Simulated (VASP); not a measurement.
P:

```xyz
4
Lattice="1.6550 -5.2500 0.0000 1.6550 5.2500 0.0000 0.0000 0.0000 4.3800" Properties=species:S:1:pos:R:3 pbc="T T T"
P     1.6550    4.2210    3.9858
P     1.6550   -1.0290    2.5842
P     1.6550   -4.2210    0.3942
P     1.6550    1.0290    1.7958
```

| Quantity | Value |
| --- | --- |
| Program | VASP 6.6.1 |
| Task | relaxation of cell and atoms |
| Functional | r2SCAN |
| Potentials or basis | VASP PAW PBE potentials, release 64 (P) |
| Cutoff | 600 eV |
| k mesh | 6 × 6 × 4 |
| Occupations | fermi-dirac, width 0.05 eV |
| Spin | no spin polarisation |

At the start: pressure 4.3 GPa; volume 19.03 Å³/atom.

Problem. How do energy, volume and symmetry change on relaxing?

Solution. Over 18 steps the energy falls by 20.3 meV/atom and the volume is 20.59 Å³/atom (+8.2 %); space group Cmce (No. 64, to 0.1 Å) before and after.

The path:
```
step  energy change (eV)  largest force (eV/Å)  pressure (GPa)  volume (Å³)
   1              0.0000                0.6393            4.33        76.11
   2             -0.0252                0.5145           -3.22        81.92
   3             -0.0662                0.0419           -0.19        79.29
   4             -0.0719                0.0992            0.04        79.31
   5             -0.0721                0.1136            0.11        79.31
   6             -0.0742                0.0685            0.33        79.46
   7             -0.0756                0.0632            0.66        79.70
   8             -0.0767                0.0559            0.56        79.97
   9             -0.0793                0.0341            0.27        80.80
  10             -0.0807                0.0122           -0.27        82.46
  11             -0.0808                0.0066           -0.16        82.12
  12             -0.0811                0.0236           -0.05        82.18
  13             -0.0811                0.0350            0.01        82.20
  14             -0.0812                0.0154            0.02        82.23
  15             -0.0812                0.0011            0.04        82.24
  16             -0.0813                0.0034            0.00        82.29
  17             -0.0813                0.0112           -0.07        82.39
  18             -0.0813                0.0049           -0.03        82.37
```

Final structure:
```
P
1.0
     1.65037   -5.49086    0.00000
     1.65037    5.49086    0.00000
     0.00000    0.00000    4.54485
P
4
Direct
  0.09525 0.90475 0.91109
  0.59525 0.40475 0.58891
  0.90475 0.09525 0.08891
  0.40475 0.59525 0.41109
```

Caveat: the PAW data sets were made with another functional, which shifts forces and pressure a little.
